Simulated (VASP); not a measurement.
# As (R-3m) in VASP: settings compared

The runs below take As through single point, with r2SCAN, PBE0.

All numbers are computed with VASP 6.6.1; they aren't measurements. Logs are shortened: lines on timing, memory, paths and dates and some standing lists are left out, and cuts for length are marked.

## (1) The cell of the first run

The structure is trigonal, space group R-3m (No. 166). The conventional cell has a = 3.763 Å, b = 3.763 Å, c = 10.684 Å, α = 90.00°, β = 90.00°, γ = 120.00°. As (site symmetry 3m) has 6 As at 2.52 to 3.16 Å within 3.3 Å.

## (2) Single point, r2SCAN

File POSCAR:

```
As
1.0
    1.8815830580      1.0863324850      3.5613725906
   -1.8815830580      1.0863324850      3.5613725906
    0.0000000000     -2.1726649701      3.5613725905
As
2
Direct
    0.7738769956      0.7738769956      0.7738769956
    0.2261230044      0.2261230044      0.2261230044
```

File INCAR.step1:

```
SYSTEM = As
  ALGO = Normal
  EDIFF = 1E-5
  ENCUT = 660
  GGA = PE
  GGA_COMPAT = .False.
  ISMEAR = -1
  LASPH = .True.
  LCHARG = .False.
  LREAL = .False.
  LWAVE = .True.
  NBANDS = 22
  NELM = 120
  PREC = Accurate
  SIGMA = 0.02
```

File INCAR.step2:

```
SYSTEM = As
  ALGO = Normal
  EDIFF = 1E-6
  ENCUT = 660
  GGA_COMPAT = .False.
  ISIF = 2
  ISMEAR = -1
  ISTART = 1
  LASPH = .True.
  LCHARG = .True.
  LELF = .True.
  LMIXTAU = .True.
  LREAL = .False.
  LVHAR = .True.
  LWAVE = .False.
  METAGGA = R2SCAN
  NBANDS = 22
  NELM = 120
  PREC = Accurate
  SIGMA = 0.02
```

File KPOINTS:

```
k-points
0
Gamma
  8 8 8
  0 0 0
```

Potentials or basis: VASP PAW PBE potentials, release 64 (As_d).

Started as:

```bash
cat potpaw_PBE.64/As_d/POTCAR > POTCAR
cp INCAR.step1 INCAR
mpirun -np 1 vasp_std > vasp.out
cp INCAR.step2 INCAR
mpirun -np 1 vasp_std > vasp.out
```

OUTCAR:

```text
SYSTEM = As
   EDIFF = 1E-6
   ENCUT = 660
   ISIF = 2
   ISMEAR = -1
   ISTART = 1
   LASPH = .True.
   LREAL = .False.
   METAGGA = R2SCAN
   NELM = 120
   PREC = Accurate

 ion  position               nearest neighbor table
   1  0.774  0.774  0.774-   2 2.52   2 2.52   2 2.52
   2  0.226  0.226  0.226-   1 2.52   1 2.52   1 2.52

  LATTYP: Found a trigonal (rhomboedric) cell.
 ALAT       =     4.1717919173
 COS(alpha) =     0.5931526356

  Lattice vectors:

 A1 = (   1.8815830580,   1.0863324850,   3.5613725906)
 A2 = (  -1.8815830580,   1.0863324850,   3.5613725906)
 A3 = (   0.0000000000,  -2.1726649701,   3.5613725905)

Analysis of symmetry for initial positions (statically):
=====================================================================
 Subroutine PRICEL returns:
 Original cell was already a primitive cell.

 Routine SETGRP: Setting up the symmetry group for a
 trigonal (rhombohedral) supercell.

 Subroutine GETGRP returns: Found 12 space group operations
 (whereof 12 operations were pure point group operations)
 out of a pool of 12 trial point group operations.

The static configuration has the point symmetry D_3d.

Analysis of symmetry for dynamics (positions and initial velocities):
=====================================================================
 Subroutine PRICEL returns:
 Original cell was already a primitive cell.

 Routine SETGRP: Setting up the symmetry group for a
 trigonal (rhombohedral) supercell.

 Subroutine GETGRP returns: Found 12 space group operations
 (whereof 12 operations were pure point group operations)
 out of a pool of 12 trial point group operations.

The dynamic configuration has the point symmetry D_3d.

 Subroutine INISYM returns: Found 12 space group operations
 (whereof 12 operations are pure point group operations),
 and found     1 'primitive' translations

----------------------------------------------------------------------------------------

                                     Primitive cell

  volume of cell :      43.6772

  direct lattice vectors                    reciprocal lattice vectors
     1.881583058  1.086332485  3.561372591     0.265733685  0.153421415  0.093596872
    -1.881583058  1.086332485  3.561372591    -0.265733685  0.153421415  0.093596872
     0.000000000 -2.172664970  3.561372590     0.000000000 -0.306842829  0.093596872

  length of vectors
     4.171791917  4.171791917  4.171791917     0.320800399  0.320800399  0.320800399

  position of ions in fractional coordinates (direct lattice)
     0.773876996  0.773876996  0.773876996
     0.226123004  0.226123004  0.226123004

  ion indices of the primitive-cell ions
   primitive index   ion index
                 1           1
                 2           2

----------------------------------------------------------------------------------------

 KPOINTS: k-points

Automatic generation of k-mesh.
 Grid dimensions read from file:
 generate k-points for:    8    8    8

 Generating k-lattice:

  Cartesian coordinates                     Fractional coordinates (reciprocal lattice)
     0.033216711  0.019177677  0.011699609     0.125000000  0.000000000  0.000000000
    -0.033216711  0.019177677  0.011699609     0.000000000  0.125000000  0.000000000
     0.000000000 -0.038355354  0.011699609    -0.000000000 -0.000000000  0.125000000

  Length of vectors
     0.040100050  0.040100050  0.040100050

  Shift w.r.t. Gamma in fractional coordinates (k-lattice)
     0.000000000  0.000000000  0.000000000

 Subroutine IBZKPT returns following result:
 ===========================================

 Found     65 irreducible k-points:

 Following reciprocal coordinates:
            Coordinates               Weight
  0.000000  0.000000  0.000000      1.000000
  0.125000  0.000000 -0.000000      6.000000
  0.250000  0.000000 -0.000000      6.000000
  0.375000 -0.000000  0.000000      6.000000
  0.500000  0.000000 -0.000000      3.000000
  0.125000  0.125000 -0.000000      6.000000
[... 16 lines left out ...]
  0.250000  0.125000  0.125000      6.000000
  0.375000  0.125000  0.125000      6.000000
 [... further k-points ...]
   k-points           NKPTS =     65   k-points in BZ     NKDIM =     65   number of bands    NBANDS=     22
   number of dos      NEDOS =    301   number of ions     NIONS =      2
   total plane-waves  NPLWV =  46656
   dimension x,y,z NGX =    36 NGY =   36 NGZ =   36
   dimension x,y,z NGXF=    72 NGYF=   72 NGZF=   72
   ions per type =               2
   NGX,Y,Z   is equivalent  to a cutoff of  14.35, 14.35, 14.35 a.u.
   NGXF,Y,Z  is equivalent  to a cutoff of  28.69, 28.69, 28.69 a.u.
 SYSTEM =  As
   PREC   = accura    normal or accurate (medium, high low for compatibility)
   ISTART =      1    job   : 0-new  1-cont  2-samecut
   ICHARG =      0    charge: 1-file 2-atom 10-const
   ISPIN  =      1    spin polarized calculation?
   LNONCOLLINEAR =      F non collinear calculations
   LSORBIT =      F    spin-orbit coupling
   LASPH  =      T    aspherical Exc in radial PAW
   ENCUT  =  660.0 eV  48.51 Ry    6.96 a.u.   8.74  8.74  8.74*2*pi/ulx,y,z
   NELM   =    120;   NELMIN=  2; NELMDL=  0     # of ELM steps
   EDIFF  = 0.1E-05   stopping-criterion for ELM
   LREAL  =      F    real-space projection
   EDIFFG = 0.1E-04   stopping-criterion for IOM
   NSW    =      0    number of steps for IOM
   IBRION =     -1    ionic relax: 0-MD 1-quasi-New 2-CG
   NFREE  =      0    steps in history (QN), initial steepest desc. (CG)
   ISIF   =      2    stress and relaxation
   ISYM   =      2    0-nonsym 1-usesym 2-fastsym
   POTIM  = 0.5000    time-step for ionic-motion
   TEBEG  =    0.0;   TEEND  =   0.0 temperature during run
   PSTRESS=    0.0 pullay stress
   NELECT =      30.0000    total number of electrons
   NUPDOWN=      -1.0000    fix difference up-down
   EMIN   =  10.00;   EMAX   =-10.00  energy-range for DOS
   EFERMI =   0.00;   METHOD = LEGACY
   ISMEAR =    -1;   SIGMA  =   0.02  broadening in eV -4-tet -1-fermi 0-gaus
   EFERMI_NEDOS =   21; number of points for ismear=-14 and -15
   IALGO  =     38    algorithm
   IMIX   =      4    mixing-type and parameters
     AMIX     =   0.40;   BMIX     =  1.00
     AMIX_MAG =   1.60;   BMIX_MAG =  1.00
  volume/ion in A,a.u.               =      21.84       147.37
  Fermi-wavevector in a.u.,A,eV,Ry     =   1.444432  2.729580 28.386958  2.086383
  Thomas-Fermi vector in A             =   2.562727
   LORBIT       =      0    0 simple, 1 ext, 2 COOP (PROOUT), +10 PAW based schemes
   METAGGA = R2SCAN    functional components
   LHFCALC =     F    Hartree Fock is set to
   AEXX    =    0.0000 exact exchange contribution
   IVDW    =     0    specifies the selected vdW correction
   LEPSILON=     F    determine dielectric tensor
   LRPA    =     F    only Hartree local field effects (RPA)
 non-spin polarized calculation
  energy-cutoff  :      660.00
  volume of cell :       43.68
 maximum number of plane-waves:      1698
   NGX = 17   NGY = 17   NGZ = 17

 number of electron      30.0000005 magnetization

 Free energy of the ion-electron system (eV)
  ---------------------------------------------------
  ext. energy  EPLUGINS =         0.00000000
  ---------------------------------------------------
  free energy    TOTEN  =       -29.45905422 eV

  energy without entropy =      -29.45847580  energy(sigma->0) =      -29.45876501

 E-fermi :   3.8882     XC(G=0): -11.4640

 val. band max:        3.5145502691   @ k =   0.3750   0.1250   0.1250
 cond. band min:       3.9064117410   @ k =   0.3750   0.2500   0.2500
 fundamental gap:      0.3918614719
 Fermi energy:         3.8881814798

 k-point     1 :       0.0000    0.0000    0.0000
  band No.  band energies     occupation
      1     -33.6575      2.00000
      2     -33.6575      2.00000
      3     -33.6082      2.00000
      4     -33.6082      2.00000
      5     -33.5694      2.00000
      6     -33.5344      2.00000
[... 14 lines left out ...]
     21      11.4802      0.00000
     22      12.9526      0.00000

 k-point     2 :       0.1250    0.0000   -0.0000
  band No.  band energies     occupation
      1     -33.6560      2.00000
      2     -33.6529      2.00000
      3     -33.6065      2.00000
      4     -33.6046      2.00000
      5     -33.5686      2.00000
      6     -33.5367      2.00000
[... 14 lines left out ...]
     21      10.8689      0.00000
     22      14.3415      0.00000

 k-point     3 :       0.2500    0.0000   -0.0000
  band No.  band energies     occupation
      1     -33.6518      2.00000
      2     -33.6400      2.00000
      3     -33.6019      2.00000
      4     -33.5949      2.00000
      5     -33.5661      2.00000
      6     -33.5432      2.00000
[... 14 lines left out ...]
     21      11.8526      0.00000
     22      16.5027      0.00000

 k-point     4 :       0.3750   -0.0000    0.0000
  band No.  band energies     occupation
      1     -33.6473      2.00000
      2     -33.6234      2.00000
      3     -33.5951      2.00000
      4     -33.5817      2.00000
      5     -33.5630      2.00000
      6     -33.5530      2.00000
[... 14 lines left out ...]
     21      13.9772      0.00000
     22      15.6296      0.00000

 k-point     5 :       0.5000    0.0000   -0.0000
  band No.  band energies     occupation
      1     -33.6452      2.00000
      2     -33.6150      2.00000
      3     -33.5872      2.00000
      4     -33.5715      2.00000
      5     -33.5675      2.00000
      6     -33.5618      2.00000
[... 417 lines left out ...]
 k-point    22 :       0.1250    0.1250    0.1250
  band No.  band energies     occupation
      1     -33.6559      2.00000
      2     -33.6559      2.00000
      3     -33.6075      2.00000
      4     -33.6075      2.00000
      5     -33.5689      2.00000
      6     -33.5348      2.00000
[... 14 lines left out ...]
     21      11.1736      0.00000
     22      13.8027      0.00000

 k-point    23 :       0.2500    0.1250    0.1250
  band No.  band energies     occupation
      1     -33.6522      2.00000
      2     -33.6522      2.00000
      3     -33.6052      2.00000
      4     -33.6039      2.00000
      5     -33.5679      2.00000
      6     -33.5366      2.00000
[... 14 lines left out ...]
     21      11.5892      0.00000
     22      13.7232      0.00000

 k-point    24 :       0.3750    0.1250    0.1250
  band No.  band energies     occupation
      1     -33.6479      2.00000
      2     -33.6402      2.00000
      3     -33.6004      2.00000
      4     -33.5944      2.00000
      5     -33.5662      2.00000
      6     -33.5426      2.00000
[... 14 lines left out ...]
     21      12.3989      0.00000
     22      15.3659      0.00000

 [... further k-points ...]
[... 5 lines left out ...]
  --------------------------------------------------------------------------------------
  -------------------------------------------------------------------------------------
  Total        0.2412482      0.2412482      0.2605410     -0.0000000      0.0000000      0.0000000
  in kB        8.8495228      8.8495228      9.5572252     -0.0000000      0.0000000      0.0000000
  external PRESSURE =       9.0854236 kB  Pullay stress =       0.0000000 kB

 VOLUME and BASIS-vectors are now :
 -----------------------------------------------------------------------------
  energy-cutoff  :      660.00
  volume of cell :       43.68
      direct lattice vectors                 reciprocal lattice vectors
     1.881583058  1.086332485  3.561372591     0.265733685  0.153421415  0.093596872
    -1.881583058  1.086332485  3.561372591    -0.265733685  0.153421415  0.093596872
     0.000000000 -2.172664970  3.561372590     0.000000000 -0.306842829  0.093596872

 POSITION                                       TOTAL-FORCE (eV/Angst)
 -----------------------------------------------------------------------------------
      0.00000     -0.00000      8.26819         0.000000     -0.000000      0.004899
      0.00000     -0.00000      2.41592         0.000000      0.000000     -0.004899
 -----------------------------------------------------------------------------------
    total drift:                               -0.000000     -0.000000      0.000000

  FREE ENERGIE OF THE ION-ELECTRON SYSTEM (eV)
  ---------------------------------------------------
  free  energy   TOTEN  =       -29.4590542165 eV

  energy  without entropy=      -29.4584758015  energy(sigma->0) =      -29.45876501
```

It took 12 min on 1 thread of AMD EPYC 7R43 (Zen 3), shared host; peak memory 0.22 GiB.

What came out:

```
Free energy            : -29.4591 eV
Pressure               : 0.9 GPa
Largest force          : 0.005 eV/Å
Band gap on the k mesh : zero (bands 15 and 16 overlap by 0.49 eV)
```

Forces in eV/Å, atoms in the order of the input:
```
As   0.000  0.000  0.005
As   0.000  0.000 -0.005
```

Caveat: the PAW data sets were made with another functional, which shifts forces and pressure a little.

## (3) Single point, PBE0

File POSCAR:

```
As
1.0
    1.8815830591      1.0863324857      3.5613725952
   -1.8815830591      1.0863324857      3.5613725952
    0.0000000000     -2.1726649714      3.5613725952
As
2
Direct
    0.7738769962      0.7738769962      0.7738769962
    0.2261230038      0.2261230038      0.2261230038
```

File INCAR.step1:

```
SYSTEM = As
PREC = Accurate
ENCUT = 520
EDIFF = 1E-5
ISMEAR = -1
SIGMA = 0.02
LREAL = .FALSE.
LASPH = .TRUE.
NELM = 100
ALGO = Normal
ISIF = 2
LWAVE = .TRUE.
LCHARG = .FALSE.
GGA = PE
NBANDS = 12
```

File INCAR.step2:

```
SYSTEM = As
PREC = Accurate
ENCUT = 520
EDIFF = 1E-6
ISMEAR = -1
SIGMA = 0.02
LREAL = .FALSE.
LASPH = .TRUE.
NELM = 100
ALGO = Normal
ISIF = 2
LWAVE = .FALSE.
LCHARG = .FALSE.
GGA = PE
LHFCALC = .TRUE.
AEXX = 0.25
PRECFOCK = Normal
ISTART = 1
NBANDS = 12
```

File KPOINTS:

```
regular mesh
0
G
  6 6 6
  0 0 0
```

Potentials or basis: VASP PAW PBE potentials, release 64 (As).

Started as:

```bash
cat potpaw_PBE.64/As/POTCAR > POTCAR
cp INCAR.step1 INCAR
mpirun -np 1 vasp_std > vasp.out
cp INCAR.step2 INCAR
mpirun -np 1 vasp_std > vasp.out
```

Wall time 42 min (1 thread of Intel Xeon Platinum 8259CL at 2.50GHz (Skylake/Cascade Lake), shared host); peak memory 0.2 GiB.

The run converged. Its results:

```yaml
Free_energy: -12.3360 eV
Pressure: -0.5 GPa
Largest_force: 0.160 eV/Å
Band_gap_on_the_k_mesh: zero (bands 5 and 6 overlap by 0.22 eV)
```

Forces in eV/Å, atoms in the order of the input:
```
As   0.000  0.000  0.160
As   0.000  0.000 -0.160
```

Stress tensor (GPa, compression positive):
```
-0.51  0.00  0.00
 0.00 -0.51  0.00
 0.00  0.00 -0.60
```

Levels at points of the mesh, in eV from the Fermi level:
| k point | band 2 | band 3 | band 4 | band 5 | band 6 | band 7 | band 8 | band 9 |
| --- | --- | --- | --- | --- | --- | --- | --- | --- |
| (0.00, 0.00, 0.00) | -6.84 | -3.31 | -2.63 | -2.63 | 2.36 | 3.79 | 3.79 | 7.94 |
| (0.50, 0.00, 0.00) | -12.72 | -3.64 | -3.61 | -0.81 | -0.22 | 0.96 | 2.16 | 9.98 |
| (0.50, 0.50, 0.00) | -11.23 | -7.03 | -5.14 | -4.96 | 2.17 | 6.54 | 8.02 | 8.44 |
| (0.50, 0.50, 0.50) | -11.52 | -2.35 | -2.35 | -0.52 | 1.46 | 1.46 | 2.31 | 9.05 |

Caveat: the PAW data sets were made with another functional, which shifts forces and pressure a little.
